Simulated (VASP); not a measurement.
The system is GaSb.

```xyz
2
Lattice="0.0000 3.0590 3.0590 3.0590 0.0000 3.0590 3.0590 3.0590 0.0000" Properties=species:S:1:pos:R:3 pbc="T T T"
Ga    0.0000    0.0000    0.0000
Sb    4.5885    4.5885    4.5885
```

```yaml
Program: VASP 6.6.1
Task: relaxation of cell and atoms
Functional: PBEsol
Dispersion: D3(BJ)
Potentials_or_basis: VASP PAW PBE potentials, release 64 (Ga_d, Sb)
Cutoff: 600 eV
k_mesh: 10 × 10 × 10
Occupations: fermi-dirac, width 0.1 eV
Spin: no spin polarisation
```

At the start: pressure -1.9 GPa; volume 28.62 Å³/atom.

Problem. Where does the relaxation end?

Solution. Over 14 steps the energy falls by 6.0 meV/atom and the volume is 27.63 Å³/atom (-3.5 %); space group F-43m (No. 216, to 0.05 Å).

The path:
| step | energy change (eV) | largest force (eV/Å) | pressure (GPa) | volume (Å³) |
| --- | --- | --- | --- | --- |
| 1 | 0.0000 | 0.0000 | -1.86 | 57.25 |
| 2 | -0.0105 | 0.0000 | 0.69 | 54.54 |
| 3 | -0.0120 | 0.0000 | 0.01 | 55.23 |
| 4 | -0.0120 | 0.0000 | -0.07 | 55.27 |
| 5 | -0.0120 | 0.0000 | -0.04 | 55.27 |
| 6 | -0.0120 | 0.0000 | -0.03 | 55.26 |
| 7 | -0.0120 | 0.0000 | -0.02 | 55.26 |
| 8 | -0.0120 | 0.0000 | -0.02 | 55.26 |
| 9 | -0.0120 | 0.0000 | -0.02 | 55.26 |
| 10 | -0.0120 | 0.0000 | -0.02 | 55.26 |
| 11 | -0.0120 | 0.0000 | -0.02 | 55.26 |
| 12 | -0.0120 | 0.0000 | -0.03 | 55.26 |
| 13 | -0.0120 | 0.0000 | 0.04 | 55.25 |
| 14 | -0.0120 | 0.0000 | 0.01 | 55.25 |

Final structure:
```
Ga Sb
1.0
     0.00000    3.02303    3.02303
     3.02303    0.00000    3.02303
     3.02303    3.02303    0.00000
Ga Sb
1 1
Direct
  0.00000 0.00000 0.00000
  0.75000 0.75000 0.75000
```

Caveat: the PAW data sets were made with another functional, which shifts forces and pressure a little.
